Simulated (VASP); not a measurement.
# Ag in VASP: further runs

Ag is run at these levels: PBEsol, r2SCAN, PBE; tasks: single point.

All numbers are computed with VASP 6.6.1; they aren't measurements. Logs are shortened: lines on timing, memory, paths and dates and some standing lists are left out, and cuts for length are marked.

## Step 1: The cell of the first run

Symmetry: Fm-3m, No. 225, cubic system. Conventional cell: a = 4.086 Å, b = 4.086 Å, c = 4.086 Å, α = 90.00°, β = 90.00°, γ = 90.00°. Within 3.8 Å of Ag (site symmetry m-3m) lie 12 Ag at 2.89 Å.

## Step 2: Single point, PBEsol

Input file INCAR:

```
SYSTEM = Ag
PREC     = Accurate       ! precision mode
ENCUT    = 500            ! plane-wave cutoff, eV
EDIFF    = 1E-6           ! SCF threshold, eV
ISMEAR   = -1             ! smearing method
SIGMA    = 0.05           ! smearing width, eV
LREAL    = .False.        ! projectors in reciprocal space
LASPH    = .True.         ! aspherical terms in the spheres
NELM     = 120            ! most SCF steps
ALGO     = Normal         ! electronic algorithm
ISIF     = 2              ! what is computed and relaxed
LWAVE    = .False.        ! write WAVECAR
LCHARG   = .False.        ! write CHGCAR
GGA      = PS             ! functional
NBANDS   = 12             ! bands
GGA_COMPAT= .False.
```

Input file KPOINTS:

```
Automatic mesh
0
Gamma
  15 15 15
  0 0 0
```

Input file POSCAR:

```
Ag
1.0
    0.0000000000      2.0431000000      2.0431000000
    2.0431000000      0.0000000000      2.0431000000
    2.0431000000      2.0431000000      0.0000000000
Ag
1
Direct
    0.0000000000      0.0000000000      0.0000000000
```

Potentials or basis: VASP PAW PBE potentials, release 64 (Ag).

Command:

```bash
$ cat potpaw_PBE.64/Ag/POTCAR > POTCAR
$ mpirun -np 1 vasp_std > vasp.out
```

OUTCAR:

```text
SYSTEM = Ag
   PREC = Accurate
   ENCUT = 500
   EDIFF = 1E-6
   ISMEAR = -1
   LREAL = .False.
   LASPH = .True.
   NELM = 120
   ISIF = 2
   GGA = PS

 ion  position               nearest neighbor table
   1  0.000  0.000  0.000-

  LATTYP: Found a face centered cubic cell.
 ALAT       =     4.0862000000

  Lattice vectors:

 A1 = (   0.0000000000,   2.0431000000,   2.0431000000)
 A2 = (   2.0431000000,   0.0000000000,   2.0431000000)
 A3 = (   2.0431000000,   2.0431000000,   0.0000000000)

Analysis of symmetry for initial positions (statically):
=====================================================================
 Subroutine PRICEL returns:
 Original cell was already a primitive cell.

 Routine SETGRP: Setting up the symmetry group for a
 face centered cubic supercell.

 Subroutine GETGRP returns: Found 48 space group operations
 (whereof 48 operations were pure point group operations)
 out of a pool of 48 trial point group operations.

The static configuration has the point symmetry O_h .

Analysis of symmetry for dynamics (positions and initial velocities):
=====================================================================
 Subroutine PRICEL returns:
 Original cell was already a primitive cell.

 Routine SETGRP: Setting up the symmetry group for a
 face centered cubic supercell.

 Subroutine GETGRP returns: Found 48 space group operations
 (whereof 48 operations were pure point group operations)
 out of a pool of 48 trial point group operations.

The dynamic configuration has the point symmetry O_h .

 Subroutine INISYM returns: Found 48 space group operations
 (whereof 48 operations are pure point group operations),
 and found     1 'primitive' translations

----------------------------------------------------------------------------------------

                                     Primitive cell

  volume of cell :      17.0569

  direct lattice vectors                    reciprocal lattice vectors
     0.000000000  2.043100000  2.043100000    -0.244726151  0.244726151  0.244726151
     2.043100000  0.000000000  2.043100000     0.244726151 -0.244726151  0.244726151
     2.043100000  2.043100000  0.000000000     0.244726151  0.244726151 -0.244726151

  length of vectors
     2.889379729  2.889379729  2.889379729     0.423878128  0.423878128  0.423878128

  position of ions in fractional coordinates (direct lattice)
     0.000000000  0.000000000  0.000000000

  ion indices of the primitive-cell ions
   primitive index   ion index
                 1           1

----------------------------------------------------------------------------------------

 KPOINTS: Automatic mesh

Automatic generation of k-mesh.
 Grid dimensions read from file:
 generate k-points for:   15   15   15

 Generating k-lattice:

  Cartesian coordinates                     Fractional coordinates (reciprocal lattice)
    -0.016315077  0.016315077  0.016315077     0.066666667  0.000000000  0.000000000
     0.016315077 -0.016315077  0.016315077     0.000000000  0.066666667  0.000000000
     0.016315077  0.016315077 -0.016315077     0.000000000  0.000000000  0.066666667

  Length of vectors
     0.028258542  0.028258542  0.028258542

  Shift w.r.t. Gamma in fractional coordinates (k-lattice)
     0.000000000  0.000000000  0.000000000

 Subroutine IBZKPT returns following result:
 ===========================================

 Found    120 irreducible k-points:

 Following reciprocal coordinates:
            Coordinates               Weight
  0.000000  0.000000  0.000000      1.000000
  0.066667  0.000000  0.000000      8.000000
  0.133333  0.000000  0.000000      8.000000
  0.200000  0.000000  0.000000      8.000000
  0.266667  0.000000  0.000000      8.000000
  0.333333  0.000000  0.000000      8.000000
[... 16 lines left out ...]
  0.133333  0.133333  0.000000      6.000000
  0.200000  0.133333  0.000000     24.000000
 [... further k-points ...]
   k-points           NKPTS =    120   k-points in BZ     NKDIM =    120   number of bands    NBANDS=     12
   number of dos      NEDOS =    301   number of ions     NIONS =      1
   total plane-waves  NPLWV =  13824
   dimension x,y,z NGX =    24 NGY =   24 NGZ =   24
   dimension x,y,z NGXF=    48 NGYF=   48 NGZF=   48
   ions per type =               1
   NGX,Y,Z   is equivalent  to a cutoff of  13.81, 13.81, 13.81 a.u.
   NGXF,Y,Z  is equivalent  to a cutoff of  27.62, 27.62, 27.62 a.u.
 SYSTEM =  Ag
   PREC   = accura    normal or accurate (medium, high low for compatibility)
   ISTART =      0    job   : 0-new  1-cont  2-samecut
   ICHARG =      2    charge: 1-file 2-atom 10-const
   ISPIN  =      1    spin polarized calculation?
   LNONCOLLINEAR =      F non collinear calculations
   LSORBIT =      F    spin-orbit coupling
   LASPH  =      T    aspherical Exc in radial PAW
   ENCUT  =  500.0 eV  36.75 Ry    6.06 a.u.   5.27  5.27  5.27*2*pi/ulx,y,z
   NELM   =    120;   NELMIN=  2; NELMDL= -5     # of ELM steps
   EDIFF  = 0.1E-05   stopping-criterion for ELM
   LREAL  =      F    real-space projection
   EDIFFG = 0.1E-04   stopping-criterion for IOM
   NSW    =      0    number of steps for IOM
   IBRION =     -1    ionic relax: 0-MD 1-quasi-New 2-CG
   NFREE  =      0    steps in history (QN), initial steepest desc. (CG)
   ISIF   =      2    stress and relaxation
   ISYM   =      2    0-nonsym 1-usesym 2-fastsym
   POTIM  = 0.5000    time-step for ionic-motion
   TEBEG  =    0.0;   TEEND  =   0.0 temperature during run
   PSTRESS=    0.0 pullay stress
   NELECT =      11.0000    total number of electrons
   NUPDOWN=      -1.0000    fix difference up-down
   EMIN   =  10.00;   EMAX   =-10.00  energy-range for DOS
   EFERMI =   0.00;   METHOD = LEGACY
   ISMEAR =    -1;   SIGMA  =   0.05  broadening in eV -4-tet -1-fermi 0-gaus
   EFERMI_NEDOS =   21; number of points for ismear=-14 and -15
   IALGO  =     38    algorithm
   IMIX   =      4    mixing-type and parameters
     AMIX     =   0.40;   BMIX     =  1.00
     AMIX_MAG =   1.60;   BMIX_MAG =  1.00
  volume/ion in A,a.u.               =      17.06       115.11
  Fermi-wavevector in a.u.,A,eV,Ry     =   1.414402  2.672832 27.218893  2.000532
  Thomas-Fermi vector in A             =   2.535948
   LORBIT       =      0    0 simple, 1 ext, 2 COOP (PROOUT), +10 PAW based schemes
   GGA     = PS    functional components
   LHFCALC =     F    Hartree Fock is set to
   AEXX    =    0.0000 exact exchange contribution
   IVDW    =     0    specifies the selected vdW correction
   LEPSILON=     F    determine dielectric tensor
   LRPA    =     F    only Hartree local field effects (RPA)
 non-spin polarized calculation
  energy-cutoff  :      500.00
  volume of cell :       17.06
 maximum number of plane-waves:       445
 NGX is ok and might be reduce to    24
   NGX = 11   NGY = 11   NGZ = 11

 number of electron      10.9999999 magnetization

 Free energy of the ion-electron system (eV)
  ---------------------------------------------------
  ext. energy  EPLUGINS =         0.00000000
  ---------------------------------------------------
  free energy    TOTEN  =        -3.30351049 eV

  energy without entropy =       -3.30006175  energy(sigma->0) =       -3.30178612

 E-fermi :   8.3483     XC(G=0): -12.4107

 val. band max:        8.3192932056   @ k =  -0.2667   0.2667   0.0000
 cond. band min:       8.3506771277   @ k =  -0.3333   0.2000   0.0000
 fundamental gap:      0.0313839222
 Fermi energy:         8.3482644670

 k-point     1 :       0.0000    0.0000    0.0000
  band No.  band energies     occupation
      1       0.3984      2.00000
      2       3.4529      2.00000
      3       3.4529      2.00000
      4       3.4529      2.00000
      5       4.4984      2.00000
      6       4.4984      2.00000
      7      24.2110      0.00000
      8      27.7808      0.00000
      9      27.7808      0.00000
     10      27.7808      0.00000
     11      32.6007      0.00000
     12      33.7203      0.00000

 k-point     2 :       0.0667    0.0000    0.0000
  band No.  band energies     occupation
      1       0.5372      2.00000
      2       3.4205      2.00000
      3       3.4914      2.00000
      4       3.4914      2.00000
      5       4.4836      2.00000
      6       4.4836      2.00000
      7      24.2318      0.00000
      8      26.6471      0.00000
      9      27.8378      0.00000
     10      27.8378      0.00000
     11      32.5806      0.00000
     12      33.5498      0.00000

 k-point     3 :       0.1333    0.0000    0.0000
  band No.  band energies     occupation
      1       0.9309      2.00000
      2       3.3557      2.00000
      3       3.5841      2.00000
      4       3.5841      2.00000
      5       4.4625      2.00000
      6       4.4625      2.00000
      7      23.5332      0.00000
      8      25.2476      0.00000
      9      27.9598      0.00000
     10      27.9598      0.00000
     11      31.5131      0.00000
     12      32.9541      0.00000
[... 286 lines left out ...]
 k-point    23 :       0.1333    0.1333    0.0000
  band No.  band energies     occupation
      1       1.1109      2.00000
      2       3.1760      2.00000
      3       3.7195      2.00000
      4       3.7195      2.00000
      5       4.2468      2.00000
      6       4.6195      2.00000
      7      24.4613      0.00000
      8      25.9239      0.00000
      9      26.0098      0.00000
     10      26.0098      0.00000
     11      31.9924      0.00000
     12      33.4316      0.00000

 k-point    24 :       0.2000    0.1333    0.0000
  band No.  band energies     occupation
      1       1.5374      2.00000
      2       3.0554      2.00000
      3       3.8135      2.00000
      4       3.8475      2.00000
      5       4.2459      2.00000
      6       4.6894      2.00000
      7      23.2861      0.00000
      8      24.8689      0.00000
      9      25.2608      0.00000
     10      26.7587      0.00000
     11      30.3377      0.00000
     12      33.4622      0.00000

 [... further k-points ...]

------------------------ aborting loop because EDIFF is reached ----------------------------------------

  FORCE on cell =-STRESS in cart. coord.  units (eV):
  Direction    XX          YY          ZZ          XY          YZ          ZX
  --------------------------------------------------------------------------------------
  -------------------------------------------------------------------------------------
  Total       -0.3081131     -0.3081131     -0.3081131     -0.0000000     -0.0000000      0.0000000
  in kB      -28.9415571    -28.9415571    -28.9415571     -0.0000000     -0.0000000      0.0000000
  external PRESSURE =     -28.9415571 kB  Pullay stress =       0.0000000 kB

 VOLUME and BASIS-vectors are now :
 -----------------------------------------------------------------------------
  energy-cutoff  :      500.00
  volume of cell :       17.06
      direct lattice vectors                 reciprocal lattice vectors
     0.000000000  2.043100000  2.043100000    -0.244726151  0.244726151  0.244726151
     2.043100000  0.000000000  2.043100000     0.244726151 -0.244726151  0.244726151
     2.043100000  2.043100000  0.000000000     0.244726151  0.244726151 -0.244726151

 POSITION                                       TOTAL-FORCE (eV/Angst)
 -----------------------------------------------------------------------------------
      0.00000      0.00000      0.00000         0.000000      0.000000      0.000000
 -----------------------------------------------------------------------------------
    total drift:                               -0.000000      0.000000      0.000000

  FREE ENERGIE OF THE ION-ELECTRON SYSTEM (eV)
  ---------------------------------------------------
  free  energy   TOTEN  =        -3.3035104880 eV

  energy  without entropy=       -3.3000617524  energy(sigma->0) =       -3.30178612
```

It took 7.7 s on 1 thread of Intel Xeon 6975P-C (Granite Rapids), shared host; peak memory 0.15 GiB.

What came out:

```
Free energy            : -3.3035 eV
Pressure               : -2.9 GPa
Band gap on the k mesh : zero (an odd number of electrons rules out a gap without spin polarisation)
```

Caveat: the PAW data sets were made with another functional, which shifts forces and pressure a little.

## Step 3: Single point, r2SCAN

POSCAR is that of step 2.

Input file INCAR.step1:

```
  ALGO = Normal
  EDIFF = 1E-5
  ENCUT = 550
  GGA = PE
  GGA_COMPAT = False
  ISMEAR = -1
  LASPH = True
  LCHARG = False
  LREAL = False
  LWAVE = True
  NBANDS = 12
  NELM = 120
  PREC = Accurate
  SIGMA = 0.05
```

Input file INCAR.step2:

```
  ALGO = Normal
  EDIFF = 1E-6
  ENCUT = 550
  GGA_COMPAT = False
  ISIF = 2
  ISMEAR = -1
  ISTART = 1
  LASPH = True
  LCHARG = False
  LMIXTAU = True
  LREAL = False
  LWAVE = False
  METAGGA = R2SCAN
  NBANDS = 12
  NELM = 120
  PREC = Accurate
  SIGMA = 0.05
```

Input file KPOINTS:

```
k-points
0
Gamma
  15 15 15
```

Potentials or basis: VASP PAW PBE potentials, release 64 (Ag).

Command:

```bash
$ cat potpaw_PBE.64/Ag/POTCAR > POTCAR
$ cp INCAR.step1 INCAR
$ mpirun -np 1 vasp_std > vasp.out
$ cp INCAR.step2 INCAR
$ mpirun -np 1 vasp_std > vasp.out
```

Run time: 31 s. Hardware: 1 thread of Intel Xeon 6975P-C (Granite Rapids), shared host; peak memory 0.15 GiB.

Results (log left out):

- Free energy: -21.3530 eV
- Pressure: 1.5 GPa
- Band gap on the k mesh: zero (an odd number of electrons rules out a gap without spin polarisation)

Levels at points of the mesh, in eV from the Fermi level:
| k point | band 2 | band 3 | band 4 | band 5 | band 6 | band 7 | band 8 | band 9 | band 10 | band 11 |
| --- | --- | --- | --- | --- | --- | --- | --- | --- | --- | --- |
| (0.00, 0.00, 0.00) | -5.29 | -5.29 | -5.29 | -4.24 | -4.24 | 16.51 | 20.24 | 20.24 | 20.24 | 25.20 |

Caveat: the PAW data sets were made with another functional, which shifts forces and pressure a little.

## Step 4: Single point, PBE (equal xx and yy strain of -3 %)

Input file INCAR:

```
SYSTEM = Ag
ALGO = Normal
EDIFF = 1E-7
ENCUT = 520
GGA = PE
ISIF = 2
ISMEAR = -1
LASPH = .True.
LCHARG = .False.
LREAL = .False.
LWAVE = .False.
NBANDS = 12
NELM = 60
PREC = Accurate
SIGMA = 0.05
```

Input file KPOINTS:

```
k-points
0
Gamma
  15 15 15
  0 0 0
```

Input file POSCAR:

```
Ag
1.0
    0.0000000000      1.9818070000      2.0431000000
    1.9818070000      0.0000000000      2.0431000000
    1.9818070000      1.9818070000      0.0000000000
Ag
1
Direct
    0.0000000000      0.0000000000      0.0000000000
```

Command:

```bash
$ cat potpaw_PBE.64/Ag/POTCAR > POTCAR
$ mpirun -np 1 vasp_std > vasp.out
```

It took 16 s on 1 thread of Intel Xeon 6975P-C (Granite Rapids), shared host; peak memory 0.18 GiB.

It converged, with:

* Free energy: -2.6511 eV
* Pressure: 12.8 GPa
* Band gap on the k mesh: zero (an odd number of electrons rules out a gap without spin polarisation)

Stress tensor (GPa, compression positive):
```
13.24  0.00  0.00
 0.00 13.24  0.00
 0.00  0.00 11.94
```

Levels at points of the mesh, in eV from the Fermi level:
```csv
k point,band 4,band 5,band 6,band 7,band 8,band 9
"(0.00, 0.00, 0.00)",-5.13,-4.17,-3.94,15.99,19.60,20.08
```

Caveat: the cell differs from its parent crystal (equal xx and yy strain of -3 %); the cell stands under pressure.

## Step 5: Overview

| level | cell | cutoff (eV) | gap on the mesh (eV) | pressure (GPa) |
| --- | --- | --- | --- | --- |
| PBEsol | a = 2.889 Å, angles 60.0°, 1 atom | 500 | none | -2.9 |
| r2SCAN | a = 2.889 Å, angles 60.0°, 1 atom | 550 | none | 1.5 |
| PBE | a = 2.846, b = 2.846, c = 2.803 Å, angles 60.5, 60.5, 59.0°, 1 atom | 520 | none | 12.8 |

Alike in all rows: task single point; potentials or basis VASP PAW PBE potentials, release 64 (Ag); no spin polarisation; k mesh 15 × 15 × 15; smearing fermi-dirac 0.05 eV.

Caveats: the PAW data sets were made with another functional, which shifts forces and pressure a little (at least some runs); the cell stands under pressure (at least some runs).

Absolute energies hang on the potentials; compare differences alone.
